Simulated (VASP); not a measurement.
A run of VASP 6.6.1:

File INCAR:

```
  PREC = Accurate
  ENCUT = 520
  EDIFF = 1E-6
  ISMEAR = 0
  SIGMA = 0.1
  LREAL = F
  LASPH = T
  NELM = 60
  ALGO = Normal
  ISIF = 2
  LWAVE = F
  LCHARG = F
  GGA = PE
  NBANDS = 40
```

Contents of KPOINTS:

```
Automatic mesh
0
Gamma
  4 4 4
```

The input POSCAR:

```
Ag4O3
1.0
    4.8736728500      0.0000000000      0.0000000000
    0.0000000000      4.8736728500      0.0000000000
    0.0000000000      0.0000000000      4.8736728500
Ag O
4 3
Direct
    0.7206873300      0.7206873300      0.7206873300
    0.2793126700      0.2793126700      0.7206873300
    0.2793126700      0.7206873300      0.2793126700
    0.7206873300      0.2793126700      0.2793126700
    0.0000000000      0.0000000000      0.5000000000
    0.5000000000      0.0000000000      0.0000000000
    0.0000000000      0.5000000000      0.0000000000
```

Potentials or basis: VASP PAW PBE potentials, release 64 (Ag, O).

Launch:

```bash
$ cat potpaw_PBE.64/Ag/POTCAR potpaw_PBE.64/O/POTCAR > POTCAR
$ mpirun -np 1 vasp_std > vasp.out
```

Hardware: 1 thread of Oxide Virtual Turin-like Processor, on a shared host.

Task: How long does it take, and how much memory?

Result: Wall time 63 s on 1 thread of Oxide Virtual Turin-like Processor, with other jobs on the host, peak memory 0.18 GiB. Counts: scf iterations 15, k points 10.
